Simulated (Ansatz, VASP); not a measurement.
## Two plane-wave programs on Al2InN3

The input INCAR:

```
  ALGO = Normal
  EDIFF = 1E-7
  ENCUT = 520
  GGA = PE
  ISIF = 2
  ISMEAR = 0
  LASPH = T
  LCHARG = T
  LELF = T
  LREAL = F
  LVHAR = T
  LWAVE = F
  NBANDS = 46
  NELM = 100
  PREC = Accurate
  SIGMA = 0.02
```

KPOINTS

```
k-points
0
Gamma
  6 6 6
```

The input POSCAR:

```
Al2InN3
1.0
    4.9170037426     -2.8277246663      0.0000000000
    4.9170037426      2.8277246663      0.0000000000
    0.0000000000      0.0000000000      5.0394310338
Al In N
4 2 6
Direct
    0.0084164715      0.3349175523      0.9890393185
    0.6650824477      0.9915835285      0.9890393185
    0.9915835285      0.6650824477      0.4890393185
    0.3349175523      0.0084164715      0.4890393185
    0.3219177494      0.6780822506      0.9783531564
    0.6780822506      0.3219177494      0.4783531564
    0.0373153966      0.3335689665      0.3605169262
    0.6664310335      0.9626846034      0.3605169262
    0.9626846034      0.6664310335      0.8605169262
    0.3335689665      0.0373153966      0.8605169262
    0.2980118391      0.7019881609      0.4105343241
    0.7019881609      0.2980118391      0.9105343241
```

Input for Ansatz:

```yaml
crystal:
  lattice:
    - [4.9170037426, -2.8277246663, 0.0]
    - [4.9170037426, 2.8277246663, 0.0]
    - [0.0, 0.0, 5.0394310338]
  atoms:
    - { symbol: Al, position: [0.0084164715, 0.3349175523, 0.9890393185] }
    - { symbol: Al, position: [0.6650824477, 0.9915835285, 0.9890393185] }
    - { symbol: Al, position: [0.9915835285, 0.6650824477, 0.4890393185] }
    - { symbol: Al, position: [0.3349175523, 0.0084164715, 0.4890393185] }
    - { symbol: In, position: [0.3219177494, 0.6780822506, 0.9783531564] }
    - { symbol: In, position: [0.6780822506, 0.3219177494, 0.4783531564] }
    - { symbol: "N", position: [0.0373153966, 0.3335689665, 0.3605169262] }
    - { symbol: "N", position: [0.6664310335, 0.9626846034, 0.3605169262] }
    - { symbol: "N", position: [0.9626846034, 0.6664310335, 0.8605169262] }
    - { symbol: "N", position: [0.3335689665, 0.0373153966, 0.8605169262] }
    - { symbol: "N", position: [0.2980118391, 0.7019881609, 0.4105343241] }
    - { symbol: "N", position: [0.7019881609, 0.2980118391, 0.9105343241] }
basis:
  ecutwfc: 420
kpoints:
  mp_grid: { grid: [6, 6, 6] }
  band_path: { path: [VBM, CBM], npoints: 2 }
hamiltonian:
  xc: pbe
scf:
  occupations: { method: gaussian, width: 0.02 }
output:
  forces: true
  stress: true
  eigenvalues: true
checkpoint:
  read: start.run
  write: ck
  compress: false
  write_wavefunctions: false
  write_every: 100000
```

Alike in both runs: task single point; functional PBE; k mesh 6 × 6 × 6; occupations gaussian, width 0.02 eV; no spin polarisation.

```csv
,VASP,Ansatz
version,VASP 6.6.1,Ansatz 0.2.0
potentials or method,"VASP PAW PBE potentials, release 64 (Al, In_d, N), cutoff 520 eV","scalar-relativistic, plane waves, PAW"
valence electrons in the cell,68,68
```

```tsv
	VASP	Ansatz	Ansatz less VASP
gap on the k mesh at the Fermi level (eV)	2.24	2.24	-0.001
least direct gap on the mesh (eV)	2.24	2.24	-0.001
pressure (GPa)	7.1	7.1	+0.08
traceless stress, the component that is largest in VASP (GPa)	5.42	5.36	-0.057
rms of the force components (eV/Å)	0.013	0.001	-0.0121
```

Atom by atom the forces differ by 0.013 eV/Å (rms over components).
